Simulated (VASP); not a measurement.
# Co (Im-3m) in VASP: single point with PBE

Aim: the single point of Co with PBE.

Program: VASP 6.6.1. These are calculated values, not measurements. Logs are shortened: lines on timing, memory, paths and dates and some standing lists are left out, and cuts for length are marked.

## (1) The cell of the first run

The structure is cubic, space group Im-3m (No. 229). The conventional cell has a = 2.580 Å, b = 2.580 Å, c = 2.580 Å, α = 90.00°, β = 90.00°, γ = 90.00°. Within 3.0 Å of Co (site symmetry m-3m) lie 14 Co at 2.23 to 2.58 Å.

## (2) Single point, PBE, collinear spin, ferromagnetic start (strain -0.080 along x and y, -0.080 along z)

File INCAR:

```
SYSTEM = Co
  ALGO = Normal
  EDIFF = 1E-6
  ENCUT = 520
  GGA = PE
  ISIF = 2
  ISMEAR = 0
  ISPIN = 2
  LASPH = .True.
  LCHARG = .True.
  LELF = .True.
  LMAXMIX = 4
  LORBIT = 11
  LREAL = .False.
  LVHAR = .True.
  LWAVE = .False.
  MAGMOM = 2.06
  NBANDS = 14
  NELM = 150
  PREC = Accurate
  SIGMA = 0.15
```

File KPOINTS:

```
k-points
0
Gamma
  24 24 24
  0 0 0
```

File POSCAR:

```
Co
1.0
   -1.2901344000      1.2901344000      1.2901344000
    1.2901344000     -1.2901344000      1.2901344000
    1.2901344000      1.2901344000     -1.2901344000
Co
1
Direct
    0.0000000000      0.0000000000      0.0000000000
```

Potentials or basis: VASP PAW PBE potentials, release 64 (Co).

Started as:

```bash
$ cat potpaw_PBE.64/Co/POTCAR > POTCAR
$ mpirun -np 1 vasp_std > vasp.out
```

OUTCAR:

```text
SYSTEM = Co
   EDIFF = 1E-6
   ENCUT = 520
   GGA = PE
   ISIF = 2
   ISMEAR = 0
   ISPIN = 2
   LASPH = .True.
   LORBIT = 11
   LREAL = .False.
   NELM = 150
   PREC = Accurate

 ion  position               nearest neighbor table
   1  0.000  0.000  0.000-

  LATTYP: Found a body centered cubic cell.
 ALAT       =     2.5802688000

  Lattice vectors:

 A1 = (  -1.2901344000,   1.2901344000,   1.2901344000)
 A2 = (   1.2901344000,  -1.2901344000,   1.2901344000)
 A3 = (   1.2901344000,   1.2901344000,  -1.2901344000)

Analysis of symmetry for initial positions (statically):
=====================================================================
 Subroutine PRICEL returns:
 Original cell was already a primitive cell.

 Routine SETGRP: Setting up the symmetry group for a
 body centered cubic supercell.

 Subroutine GETGRP returns: Found 48 space group operations
[... 9 lines left out ...]

 Routine SETGRP: Setting up the symmetry group for a
 body centered cubic supercell.

 Subroutine GETGRP returns: Found 48 space group operations
 (whereof 48 operations were pure point group operations)
 out of a pool of 48 trial point group operations.

The dynamic configuration has the point symmetry O_h .

Analysis of structural, dynamic, and magnetic symmetry:
=====================================================================
 Subroutine PRICEL returns:
 Original cell was already a primitive cell.

 Routine SETGRP: Setting up the symmetry group for a
 body centered cubic supercell.

 Subroutine GETGRP returns: Found 48 space group operations
 (whereof 48 operations were pure point group operations)
 out of a pool of 48 trial point group operations.

The overall configuration has the point symmetry O_h .

 Subroutine INISYM returns: Found 48 space group operations
[... 5 lines left out ...]
                                     Primitive cell

  volume of cell :       8.5894

  direct lattice vectors                    reciprocal lattice vectors
    -1.290134400  1.290134400  1.290134400     0.000000000  0.387556521  0.387556521
     1.290134400 -1.290134400  1.290134400     0.387556521  0.000000000  0.387556521
     1.290134400  1.290134400 -1.290134400     0.387556521  0.387556521  0.000000000

  length of vectors
     2.234578329  2.234578329  2.234578329     0.548087689  0.548087689  0.548087689

  position of ions in fractional coordinates (direct lattice)
     0.000000000  0.000000000  0.000000000

  ion indices of the primitive-cell ions
   primitive index   ion index
                 1           1

----------------------------------------------------------------------------------------

 KPOINTS: k-points

Automatic generation of k-mesh.
 Grid dimensions read from file:
 generate k-points for:   24   24   24

 Generating k-lattice:

  Cartesian coordinates                     Fractional coordinates (reciprocal lattice)
     0.000000000  0.016148188  0.016148188     0.041666667  0.000000000  0.000000000
     0.016148188  0.000000000  0.016148188     0.000000000  0.041666667  0.000000000
     0.016148188  0.016148188  0.000000000     0.000000000  0.000000000  0.041666667

  Length of vectors
     0.022836987  0.022836987  0.022836987

  Shift w.r.t. Gamma in fractional coordinates (k-lattice)
     0.000000000  0.000000000  0.000000000

 Subroutine IBZKPT returns following result:
 ===========================================

 Found    413 irreducible k-points:

 Following reciprocal coordinates:
            Coordinates               Weight
  0.000000  0.000000  0.000000      1.000000
  0.041667  0.000000  0.000000     12.000000
  0.083333  0.000000  0.000000     12.000000
  0.125000  0.000000  0.000000     12.000000
  0.166667  0.000000  0.000000     12.000000
  0.208333  0.000000  0.000000     12.000000
[... 16 lines left out ...]
  0.416667  0.041667  0.000000     48.000000
  0.458333  0.041667  0.000000     48.000000
 [... further k-points ...]
   k-points           NKPTS =    413   k-points in BZ     NKDIM =    413   number of bands    NBANDS=     14
   number of dos      NEDOS =    301   number of ions     NIONS =      1
   total plane-waves  NPLWV =   5832
   dimension x,y,z NGX =    18 NGY =   18 NGZ =   18
   dimension x,y,z NGXF=    36 NGYF=   36 NGZF=   36
   ions per type =               1
   NGX,Y,Z   is equivalent  to a cutoff of  13.39, 13.39, 13.39 a.u.
   NGXF,Y,Z  is equivalent  to a cutoff of  26.78, 26.78, 26.78 a.u.
 SYSTEM =  Co
   PREC   = accura    normal or accurate (medium, high low for compatibility)
   ISTART =      0    job   : 0-new  1-cont  2-samecut
   ICHARG =      2    charge: 1-file 2-atom 10-const
   ISPIN  =      2    spin polarized calculation?
   LNONCOLLINEAR =      F non collinear calculations
   LSORBIT =      F    spin-orbit coupling
   LASPH  =      T    aspherical Exc in radial PAW
   ENCUT  =  520.0 eV  38.22 Ry    6.18 a.u.   4.15  4.15  4.15*2*pi/ulx,y,z
   NELM   =    150;   NELMIN=  2; NELMDL= -5     # of ELM steps
   EDIFF  = 0.1E-05   stopping-criterion for ELM
   LREAL  =      F    real-space projection
   EDIFFG = 0.1E-04   stopping-criterion for IOM
   NSW    =      0    number of steps for IOM
   IBRION =     -1    ionic relax: 0-MD 1-quasi-New 2-CG
   NFREE  =      0    steps in history (QN), initial steepest desc. (CG)
   ISIF   =      2    stress and relaxation
   ISYM   =      2    0-nonsym 1-usesym 2-fastsym
   POTIM  = 0.5000    time-step for ionic-motion
   TEBEG  =    0.0;   TEEND  =   0.0 temperature during run
   PSTRESS=    0.0 pullay stress
   NELECT =       9.0000    total number of electrons
   NUPDOWN=      -1.0000    fix difference up-down
   EMIN   =  10.00;   EMAX   =-10.00  energy-range for DOS
   EFERMI =   0.00;   METHOD = LEGACY
   ISMEAR =     0;   SIGMA  =   0.15  broadening in eV -4-tet -1-fermi 0-gaus
   EFERMI_NEDOS =   21; number of points for ismear=-14 and -15
   IALGO  =     38    algorithm
   IMIX   =      4    mixing-type and parameters
     AMIX     =   0.40;   BMIX     =  1.00
     AMIX_MAG =   1.60;   BMIX_MAG =  1.00
  volume/ion in A,a.u.               =       8.59        57.96
  Fermi-wavevector in a.u.,A,eV,Ry     =   1.662777  3.142193 37.617767  2.764828
  Thomas-Fermi vector in A             =   2.749609
   LORBIT       =     11    0 simple, 1 ext, 2 COOP (PROOUT), +10 PAW based schemes
   GGA     = PE    functional components
   LHFCALC =     F    Hartree Fock is set to
   AEXX    =    0.0000 exact exchange contribution
   IVDW    =     0    specifies the selected vdW correction
   LEPSILON=     F    determine dielectric tensor
   LRPA    =     F    only Hartree local field effects (RPA)
 spin polarized calculation
 Gauss-broadening in eV      SIGMA  =   0.15
  energy-cutoff  :      520.00
  volume of cell :        8.59
 maximum number of plane-waves:       241
 NGX is ok and might be reduce to    18
   NGX =  9   NGY =  9   NGZ =  9

 number of electron       8.9999996 magnetization       1.5361983

 Free energy of the ion-electron system (eV)
  ---------------------------------------------------
  ext. energy  EPLUGINS =         0.00000000
  ---------------------------------------------------
  free energy    TOTEN  =        -6.39462423 eV

  energy without entropy =       -6.38030763  energy(sigma->0) =       -6.38746593

 E-fermi :  14.3692     XC(G=0): -14.8398

 val. band max:       14.3663301445   @ k =  -0.4583   0.4583   0.0833
 cond. band min:      14.3745247006   @ k =  -0.2917   0.2917   0.2917
 fundamental gap:      0.0081945560
 Fermi energy:        14.3691500726

 spin component 1

 k-point     1 :       0.0000    0.0000    0.0000
  band No.  band energies     occupation
      1       3.6383      1.00000
      2      10.8965      1.00000
      3      10.8965      1.00000
      4      10.8965      1.00000
      5      12.6237      1.00000
      6      12.6237      1.00000
      7      42.1171      0.00000
      8      42.1171      0.00000
      9      42.1171      0.00000
     10      49.4136      0.00000
     11      49.4136      0.00000
     12      50.1038      0.00000
     13      53.3161      0.00000
     14      53.3161      0.00000

 k-point     2 :       0.0417    0.0000    0.0000
  band No.  band energies     occupation
      1       3.7266      1.00000
      2      10.8693      1.00000
      3      10.8943      1.00000
      4      10.9477      1.00000
      5      12.5950      1.00000
      6      12.6259      1.00000
      7      41.6787      0.00000
      8      42.0399      0.00000
      9      42.1120      0.00000
     10      49.0467      0.00000
     11      49.7057      0.00000
     12      50.0875      0.00000
     13      51.7643      0.00000
     14      51.9246      0.00000

 k-point     3 :       0.0833    0.0000    0.0000
  band No.  band energies     occupation
      1       3.9878      1.00000
      2      10.7904      1.00000
      3      10.8833      1.00000
      4      11.0993      1.00000
      5      12.5197      1.00000
      6      12.6325      1.00000
      7      40.5210      0.00000
      8      41.7611      0.00000
      9      42.0978      0.00000
     10      48.4504      0.00000
     11      49.5656      0.00000
     12      49.9821      0.00000
     13      50.4769      0.00000
     14      51.0715      0.00000
[... 324 lines left out ...]
 k-point    23 :       0.4167    0.0417    0.0000
  band No.  band energies     occupation
      1       7.5714      1.00000
      2       9.4974      1.00000
      3      12.5355      1.00000
      4      12.7591      1.00000
      5      13.4968      1.00000
      6      14.6944      0.00108
      7      24.3006      0.00000
      8      34.8870      0.00000
      9      38.3124      0.00000
     10      42.3581      0.00000
     11      47.0633      0.00000
     12      50.8026      0.00000
     13      53.4237      0.00000
     14      57.9022      0.00000

 k-point    24 :       0.4583    0.0417    0.0000
  band No.  band energies     occupation
      1       7.5576      1.00000
      2       9.4526      1.00000
      3      12.6666      1.00000
      4      12.7511      1.00000
      5      13.8200      1.00000
      6      15.0363      0.00000
      7      23.4294      0.00000
      8      34.6837      0.00000
      9      38.0174      0.00000
     10      42.3422      0.00000
     11      47.0879      0.00000
     12      50.8920      0.00000
     13      53.2867      0.00000
     14      59.7238      0.00000

 [... further k-points ...]

 spin component 2

 k-point     1 :       0.0000    0.0000    0.0000
  band No.  band energies     occupation
      1       3.7366      1.00000
      2      12.2710      1.00000
      3      12.2710      1.00000
      4      12.2710      1.00000
      5      14.6538      0.00364
      6      14.6539      0.00364
      7      41.9954      0.00000
      8      41.9954      0.00000
      9      41.9954      0.00000
     10      49.5400      0.00000
     11      49.5400      0.00000
     12      53.7373      0.00000
     13      53.7374      0.00000
     14      53.7374      0.00000

 k-point     2 :       0.0417    0.0000    0.0000
  band No.  band energies     occupation
      1       3.8253      1.00000
      2      12.2406      1.00000
      3      12.2667      1.00000
      4      12.3250      1.00000
      5      14.6197      0.00908
      6      14.6561      0.00341
      7      41.5996      0.00000
      8      41.9293      0.00000
      9      42.0038      0.00000
     10      49.2190      0.00000
     11      49.8555      0.00000
     12      52.3511      0.00000
     13      52.4284      0.00000
     14      53.5988      0.00000

 k-point     3 :       0.0833    0.0000    0.0000
  band No.  band energies     occupation
      1       4.0880      1.00000
      2      12.1522      1.00000
      3      12.2495      1.00000
      4      12.4849      1.00000
      5      14.5285      0.06648
      6      14.6632      0.00278
      7      40.5433      0.00000
      8      41.6857      0.00000
      9      42.0274      0.00000
     10      48.6624      0.00000
     11      50.3275      0.00000
     12      50.5767      0.00000
     13      51.3035      0.00000
     14      53.6204      0.00000
[... 324 lines left out ...]
 k-point    23 :       0.4167    0.0417    0.0000
  band No.  band energies     occupation
      1       8.4519      1.00000
      2      10.7186      1.00000
      3      13.5532      1.00000
      4      14.5391      0.05455
      5      15.0696      0.00000
      6      16.0931      0.00000
      7      25.1856      0.00000
      8      34.9703      0.00000
      9      38.7071      0.00000
     10      42.6797      0.00000
     11      47.7783      0.00000
     12      53.2576      0.00000
     13      54.2874      0.00000
     14      58.1477      0.00000

 k-point    24 :       0.4583    0.0417    0.0000
  band No.  band energies     occupation
      1       8.4814      1.00000
      2      10.6694      1.00000
      3      13.9426      0.99997
      4      14.5487      0.04522
      5      15.1462      0.00000
      6      16.3001      0.00000
      7      24.3971      0.00000
      8      34.7615      0.00000
      9      38.4012      0.00000
     10      42.6728      0.00000
     11      47.8267      0.00000
     12      53.3334      0.00000
     13      54.1275      0.00000
     14      59.9278      0.00000

 [... further k-points ...]
[... 5 lines left out ...]
  --------------------------------------------------------------------------------------
  -------------------------------------------------------------------------------------
  Total        4.9747238      4.9747238      4.9747238      0.0000000      0.0000000      0.0000000
  in kB      927.9288897    927.9288897    927.9288897      0.0000000      0.0000000      0.0000000
  external PRESSURE =     927.9288897 kB  Pullay stress =       0.0000000 kB

 VOLUME and BASIS-vectors are now :
 -----------------------------------------------------------------------------
  energy-cutoff  :      520.00
  volume of cell :        8.59
      direct lattice vectors                 reciprocal lattice vectors
    -1.290134400  1.290134400  1.290134400     0.000000000  0.387556521  0.387556521
     1.290134400 -1.290134400  1.290134400     0.387556521  0.000000000  0.387556521
     1.290134400  1.290134400 -1.290134400     0.387556521  0.387556521  0.000000000

 POSITION                                       TOTAL-FORCE (eV/Angst)
 -----------------------------------------------------------------------------------
      0.00000      0.00000      0.00000         0.000000     -0.000000      0.000000
 -----------------------------------------------------------------------------------
    total drift:                                0.000000      0.000000      0.000000

  FREE ENERGIE OF THE ION-ELECTRON SYSTEM (eV)
  ---------------------------------------------------
  free  energy   TOTEN  =        -6.3946242283 eV

  energy  without entropy=       -6.3803076289  energy(sigma->0) =       -6.38746593

 total charge

# of ion       s       p       d       tot
------------------------------------------
    1        0.602   0.771   7.467   8.840

 magnetization (x)

# of ion       s       p       d       tot
------------------------------------------
    1       -0.007  -0.046   1.568   1.515
```

Run time: 93 s. Hardware: 1 thread of Intel Xeon Platinum 8259CL at 2.50GHz (Skylake/Cascade Lake), shared host; peak memory 0.19 GiB.

What came out:

```yaml
Free_energy: -6.3946 eV
Pressure: 92.8 GPa
Net_moment: 1.54 μB per cell
Site_moments: Co +1.51 μB
Valence_electrons_inside_the_program's_atomic_spheres: Co 8.84
```

Caveat: the cell differs from its parent crystal (strain -0.080 along x and y, -0.080 along z).
